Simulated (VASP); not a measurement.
# SnO2 (Pnnm) in VASP: single point with r2SCAN

Aim: the single point of SnO2 with r2SCAN.

Everything below comes from runs of VASP 6.6.1. Logs are shortened: lines on timing, memory, paths and dates and some standing lists are left out, and cuts for length are marked.

**1. The cell of the first run**

It takes space group Pnnm (No. 58, orthorhombic). Conventional cell: a = 4.760 Å, b = 4.760 Å, c = 3.201 Å, α = 90.00°, β = 90.00°, γ = 90.00°. Within 2.7 Å of Sn (site symmetry 2/m) lie 6 O at 2.06 to 2.07 Å. O (site symmetry m) has 3 Sn at 2.06 to 2.07 Å and 1 O at 2.62 Å within 2.7 Å.

**2. Single point, r2SCAN (atoms displaced along a vibrational mode)**

The input, POSCAR:

```
SnO2
1.0
    4.7598181121      0.0000000000      0.0000000000
    0.0000000000      4.7600576133      0.0000000000
    0.0000000000      0.0000000000      3.2007107582
Sn O
2 4
Direct
    0.5000000000      0.5000000000      0.5000000000
    0.0000000000      0.0000000000      0.0000000000
    0.3170046872      0.2948174888      0.0000000000
    0.8170046872      0.2051825112      0.5000000000
    0.1829953128      0.7948174888      0.5000000000
    0.6829953128      0.7051825112      0.0000000000
```

The input, INCAR.step1:

```
SYSTEM = SnO2
ALGO = Normal
EDIFF = 1E-4
ENCUT = 520
GGA = PE
ISMEAR = 0
LASPH = .True.
LCHARG = .False.
LREAL = .False.
LWAVE = .True.
NBANDS = 35
NELM = 60
PREC = Accurate
SIGMA = 0.05
```

The input, INCAR.step2:

```
SYSTEM = SnO2
ALGO = Normal
EDIFF = 1E-7
ENCUT = 520
ISIF = 2
ISMEAR = 0
ISTART = 1
LASPH = .True.
LCHARG = .False.
LMIXTAU = .True.
LREAL = .False.
LWAVE = .False.
METAGGA = R2SCAN
NBANDS = 35
NELM = 60
PREC = Accurate
SIGMA = 0.05
```

The input, KPOINTS:

```
k-points
0
Gamma
  6 6 8
  0 0 0
```

Potentials or basis: VASP PAW PBE potentials, release 64 (Sn_d, O).

The run is started by

```console
> cat potpaw_PBE.64/Sn_d/POTCAR potpaw_PBE.64/O/POTCAR > POTCAR
> cp INCAR.step1 INCAR
> mpirun -np 1 vasp_std > vasp.out
> cp INCAR.step2 INCAR
> mpirun -np 1 vasp_std > vasp.out
```

OUTCAR:

```text
SYSTEM = SnO2
   EDIFF = 1E-7
   ENCUT = 520
   ISIF = 2
   ISMEAR = 0
   ISTART = 1
   LASPH = .True.
   LREAL = .False.
   METAGGA = R2SCAN
   NELM = 60
   PREC = Accurate

 ion  position               nearest neighbor table
   1  0.500  0.500  0.500-   4 2.06   5 2.06   3 2.07   6 2.07   3 2.07   6 2.07   2 3.73   2 3.73
                             2 3.73   2 3.73   2 3.73   2 3.73   2 3.73   2 3.73
   2  0.000  0.000  0.000-   3 2.06   6 2.06   5 2.07   4 2.07   4 2.07   5 2.07   1 3.73   1 3.73
                             1 3.73   1 3.73   1 3.73   1 3.73   1 3.73   1 3.73
   3  0.317  0.295  0.000-   2 2.06   1 2.07   1 2.07
   4  0.817  0.205  0.500-   1 2.06   2 2.07   2 2.07
   5  0.183  0.795  0.500-   1 2.06   2 2.07   2 2.07
   6  0.683  0.705  0.000-   2 2.06   1 2.07   1 2.07

  LATTYP: Found a simple orthorhombic cell.
 ALAT       =     3.2007107582
 B/A-ratio  =     1.4871128545
 C/A-ratio  =     1.4871876820

  Lattice vectors:

 A1 = (   0.0000000000,   0.0000000000,   3.2007107582)
 A2 = (   4.7598181121,   0.0000000000,   0.0000000000)
 A3 = (   0.0000000000,   4.7600576133,   0.0000000000)

Analysis of symmetry for initial positions (statically):
=====================================================================
 Subroutine PRICEL returns:
 Original cell was already a primitive cell.

 Routine SETGRP: Setting up the symmetry group for a
 simple orthorhombic supercell.

 Subroutine GETGRP returns: Found  8 space group operations
 (whereof  4 operations were pure point group operations)
 out of a pool of  8 trial point group operations.

The static configuration has the point symmetry C_2h.
 The point group associated with its full space group is D_2h.

Analysis of symmetry for dynamics (positions and initial velocities):
=====================================================================
 Subroutine PRICEL returns:
 Original cell was already a primitive cell.

 Routine SETGRP: Setting up the symmetry group for a
 simple orthorhombic supercell.

 Subroutine GETGRP returns: Found  8 space group operations
 (whereof  4 operations were pure point group operations)
 out of a pool of  8 trial point group operations.

The dynamic configuration has the point symmetry C_2h.
 The point group associated with its full space group is D_2h.

 Subroutine INISYM returns: Found  8 space group operations
 (whereof  4 operations are pure point group operations),
 and found     1 'primitive' translations

----------------------------------------------------------------------------------------

                                     Primitive cell

  volume of cell :      72.5185

  direct lattice vectors                    reciprocal lattice vectors
     4.759818112  0.000000000  0.000000000     0.210092062  0.000000000  0.000000000
     0.000000000  4.760057613  0.000000000     0.000000000  0.210081491  0.000000000
     0.000000000  0.000000000  3.200710758     0.000000000  0.000000000  0.312430605

  length of vectors
     4.759818112  4.760057613  3.200710758     0.210092062  0.210081491  0.312430605

  position of ions in fractional coordinates (direct lattice)
     0.500000000  0.500000000  0.500000000
     0.000000000  0.000000000  0.000000000
     0.317004687  0.294817489  0.000000000
     0.817004687  0.205182511  0.500000000
     0.182995313  0.794817489  0.500000000
     0.682995313  0.705182511  0.000000000

  ion indices of the primitive-cell ions
   primitive index   ion index
                 1           1
                 2           2
                 3           3
                 4           4
                 5           5
                 6           6

----------------------------------------------------------------------------------------

 KPOINTS: k-points

Automatic generation of k-mesh.
 Grid dimensions read from file:
 generate k-points for:    6    6    8

 Generating k-lattice:

  Cartesian coordinates                     Fractional coordinates (reciprocal lattice)
     0.035015344  0.000000000  0.000000000     0.166666667  0.000000000  0.000000000
     0.000000000  0.035013582  0.000000000     0.000000000  0.166666667  0.000000000
     0.000000000  0.000000000  0.039053826     0.000000000  0.000000000  0.125000000

  Length of vectors
     0.035015344  0.035013582  0.039053826

  Shift w.r.t. Gamma in fractional coordinates (k-lattice)
     0.000000000  0.000000000  0.000000000

 Subroutine IBZKPT returns following result:
 ===========================================

 Found     80 irreducible k-points:

 Following reciprocal coordinates:
            Coordinates               Weight
  0.000000  0.000000  0.000000      1.000000
  0.166667  0.000000  0.000000      2.000000
  0.333333  0.000000  0.000000      2.000000
  0.500000  0.000000  0.000000      1.000000
  0.000000  0.166667  0.000000      2.000000
  0.166667  0.166667  0.000000      4.000000
[... 16 lines left out ...]
  0.333333  0.166667  0.125000      8.000000
  0.500000  0.166667  0.125000      4.000000
 [... further k-points ...]
   k-points           NKPTS =     80   k-points in BZ     NKDIM =     80   number of bands    NBANDS=     35
   number of dos      NEDOS =    301   number of ions     NIONS =      6
   total plane-waves  NPLWV =  31104
   dimension x,y,z NGX =    36 NGY =   36 NGZ =   24
   dimension x,y,z NGXF=    72 NGYF=   72 NGZF=   48
   ions per type =               2   4
   NGX,Y,Z   is equivalent  to a cutoff of  12.57, 12.57, 12.47 a.u.
   NGXF,Y,Z  is equivalent  to a cutoff of  25.15, 25.15, 24.93 a.u.
 SYSTEM =  SnO2
   PREC   = accura    normal or accurate (medium, high low for compatibility)
   ISTART =      1    job   : 0-new  1-cont  2-samecut
   ICHARG =      0    charge: 1-file 2-atom 10-const
   ISPIN  =      1    spin polarized calculation?
   LNONCOLLINEAR =      F non collinear calculations
   LSORBIT =      F    spin-orbit coupling
   LASPH  =      T    aspherical Exc in radial PAW
   ENCUT  =  520.0 eV  38.22 Ry    6.18 a.u.   8.85  8.85  5.95*2*pi/ulx,y,z
   NELM   =     60;   NELMIN=  2; NELMDL=  0     # of ELM steps
   EDIFF  = 0.1E-06   stopping-criterion for ELM
   LREAL  =      F    real-space projection
   EDIFFG = 0.1E-05   stopping-criterion for IOM
   NSW    =      0    number of steps for IOM
   IBRION =     -1    ionic relax: 0-MD 1-quasi-New 2-CG
   NFREE  =      0    steps in history (QN), initial steepest desc. (CG)
   ISIF   =      2    stress and relaxation
   ISYM   =      2    0-nonsym 1-usesym 2-fastsym
   POTIM  = 0.5000    time-step for ionic-motion
   TEBEG  =    0.0;   TEEND  =   0.0 temperature during run
   PSTRESS=    0.0 pullay stress
   NELECT =      52.0000    total number of electrons
   NUPDOWN=      -1.0000    fix difference up-down
   EMIN   =  10.00;   EMAX   =-10.00  energy-range for DOS
   EFERMI =   0.00;   METHOD = LEGACY
   ISMEAR =     0;   SIGMA  =   0.05  broadening in eV -4-tet -1-fermi 0-gaus
   EFERMI_NEDOS =   21; number of points for ismear=-14 and -15
   IALGO  =     38    algorithm
   IMIX   =      4    mixing-type and parameters
     AMIX     =   0.40;   BMIX     =  1.00
     AMIX_MAG =   1.60;   BMIX_MAG =  1.00
  volume/ion in A,a.u.               =      12.09        81.56
  Fermi-wavevector in a.u.,A,eV,Ry     =   1.465299  2.769014 29.213088  2.147101
  Thomas-Fermi vector in A             =   2.581173
   LORBIT       =      0    0 simple, 1 ext, 2 COOP (PROOUT), +10 PAW based schemes
   METAGGA = R2SCAN    functional components
   LHFCALC =     F    Hartree Fock is set to
   AEXX    =    0.0000 exact exchange contribution
   IVDW    =     0    specifies the selected vdW correction
   LEPSILON=     F    determine dielectric tensor
   LRPA    =     F    only Hartree local field effects (RPA)
 non-spin polarized calculation
 Gauss-broadening in eV      SIGMA  =   0.05
  energy-cutoff  :      520.00
  volume of cell :       72.52
 maximum number of plane-waves:      1992
 NGX is ok and might be reduce to    36
   NGX = 17   NGY = 17   NGZ = 11

 number of electron      52.0000010 magnetization

 Free energy of the ion-electron system (eV)
  ---------------------------------------------------
  ext. energy  EPLUGINS =         0.00000000
  ---------------------------------------------------
  free energy    TOTEN  =       -84.62067740 eV

  energy without entropy =      -84.62067740  energy(sigma->0) =      -84.62067740

 E-fermi :   5.8168     XC(G=0): -11.9723

 val. band max:        5.5278377111   @ k =   0.0000   0.0000   0.0000
 cond. band min:       7.3494758906   @ k =   0.0000   0.0000   0.0000
 fundamental gap:      1.8216381795
 Fermi energy:         5.8167680063

 k-point     1 :       0.0000    0.0000    0.0000
  band No.  band energies     occupation
      1     -16.1744      2.00000
      2     -15.2646      2.00000
      3     -14.9701      2.00000
      4     -14.9661      2.00000
      5     -14.9469      2.00000
      6     -14.9061      2.00000
[... 27 lines left out ...]
     34      18.8002      0.00000
     35      18.8519      0.00000

 k-point     2 :       0.1667    0.0000    0.0000
  band No.  band energies     occupation
      1     -16.1276      2.00000
      2     -15.3247      2.00000
      3     -14.9682      2.00000
      4     -14.9648      2.00000
      5     -14.9489      2.00000
      6     -14.9457      2.00000
[... 27 lines left out ...]
     34      18.5762      0.00000
     35      18.7965      0.00000

 k-point     3 :       0.3333    0.0000    0.0000
  band No.  band energies     occupation
      1     -15.9910      2.00000
      2     -15.5246      2.00000
      3     -14.9724      2.00000
      4     -14.9641      2.00000
      5     -14.9622      2.00000
      6     -14.9551      2.00000
[... 27 lines left out ...]
     34      18.5737      0.00000
     35      18.7521      0.00000
[... 723 lines left out ...]
 k-point    23 :       0.3333    0.1667    0.1250
  band No.  band energies     occupation
      1     -15.9235      2.00000
      2     -15.5636      2.00000
      3     -15.1540      2.00000
      4     -15.1390      2.00000
      5     -14.9082      2.00000
      6     -14.8823      2.00000
[... 27 lines left out ...]
     34      18.6048      0.00000
     35      18.7142      0.00000

 k-point    24 :       0.5000    0.1667    0.1250
  band No.  band energies     occupation
      1     -15.7633      2.00000
      2     -15.7633      2.00000
      3     -15.1479      2.00000
      4     -15.1479      2.00000
      5     -14.8944      2.00000
      6     -14.8944      2.00000
[... 27 lines left out ...]
     34      18.5982      0.00000
     35      19.0493      0.00000

 [... further k-points ...]

------------------------ aborting loop because EDIFF is reached ----------------------------------------

  FORCE on cell =-STRESS in cart. coord.  units (eV):
  Direction    XX          YY          ZZ          XY          YZ          ZX
  --------------------------------------------------------------------------------------
  -------------------------------------------------------------------------------------
  Total        0.5157424      0.0671978      0.5106173     -0.0000000      0.0000000      0.0000000
  in kB       11.3944768      1.4846252     11.2812481     -0.0000000      0.0000000      0.0000000
  external PRESSURE =       8.0534500 kB  Pullay stress =       0.0000000 kB

 VOLUME and BASIS-vectors are now :
 -----------------------------------------------------------------------------
  energy-cutoff  :      520.00
  volume of cell :       72.52
      direct lattice vectors                 reciprocal lattice vectors
     4.759818112  0.000000000  0.000000000     0.210092062  0.000000000  0.000000000
     0.000000000  4.760057613  0.000000000     0.000000000  0.210081491  0.000000000
     0.000000000  0.000000000  3.200710758     0.000000000  0.000000000  0.312430605

 POSITION                                       TOTAL-FORCE (eV/Angst)
 -----------------------------------------------------------------------------------
      2.37991      2.38003      1.60036         0.000000      0.000000      0.000000
      0.00000      0.00000      0.00000         0.000000      0.000000      0.000000
      1.50888      1.40335      0.00000        -0.052281      0.034981     -0.000000
      3.88879      0.97668      1.60036        -0.052281     -0.034981     -0.000000
      0.87102      3.78338      1.60036         0.052281      0.034981      0.000000
      3.25093      3.35671      0.00000         0.052281     -0.034981      0.000000
 -----------------------------------------------------------------------------------
    total drift:                                0.000000      0.000000      0.000000

  FREE ENERGIE OF THE ION-ELECTRON SYSTEM (eV)
  ---------------------------------------------------
  free  energy   TOTEN  =       -84.6206773972 eV

  energy  without entropy=      -84.6206773972  energy(sigma->0) =      -84.62067740
```

Wall time 12 min (1 thread of AMD EPYC 7R43 (Zen 3), shared host); peak memory 0.26 GiB.

Results:

- Free energy: -84.6207 eV
- Pressure: 0.8 GPa
- Largest force: 0.063 eV/Å
- Band gap on the k mesh: 1.82 eV

Forces on the atoms (eV/Å):
```
Sn   0.000  0.000  0.000
Sn   0.000  0.000  0.000
O   -0.052  0.035  0.000
O   -0.052 -0.035  0.000
O    0.052  0.035  0.000
O    0.052 -0.035  0.000
```

Levels at points of the mesh, in eV from the valence-band top:
```tsv
k point	band 23	band 24	band 25	band 26	band 27	band 28	band 29	band 30
(0.00, 0.00, 0.00)	-1.15	-0.76	-0.71	0.00	1.82	6.82	7.06	7.12
(0.50, 0.00, 0.00)	-1.14	-1.14	-0.65	-0.65	5.08	5.08	8.03	8.03
(0.00, 0.50, 0.00)	-1.13	-1.13	-0.52	-0.52	4.95	4.95	7.64	7.64
(0.50, 0.50, 0.00)	-1.26	-1.26	-0.88	-0.88	5.47	5.47	8.23	8.23
(0.00, 0.00, 0.50)	-1.64	-1.64	-1.21	-1.21	6.87	6.87	10.54	10.54
(0.50, 0.00, 0.50)	-1.14	-1.14	-0.61	-0.61	7.11	7.11	8.78	8.78
(0.00, 0.50, 0.50)	-1.02	-1.02	-0.71	-0.71	7.18	7.18	8.94	8.94
(0.50, 0.50, 0.50)	-0.93	-0.93	-0.80	-0.80	5.54	5.54	9.68	9.68
```

Caveat: the cell differs from its parent crystal (atoms displaced along a vibrational mode); the PAW data sets were made with another functional, which shifts forces and pressure a little; spin-orbit coupling is left out, which moves the levels of the heavy elements.
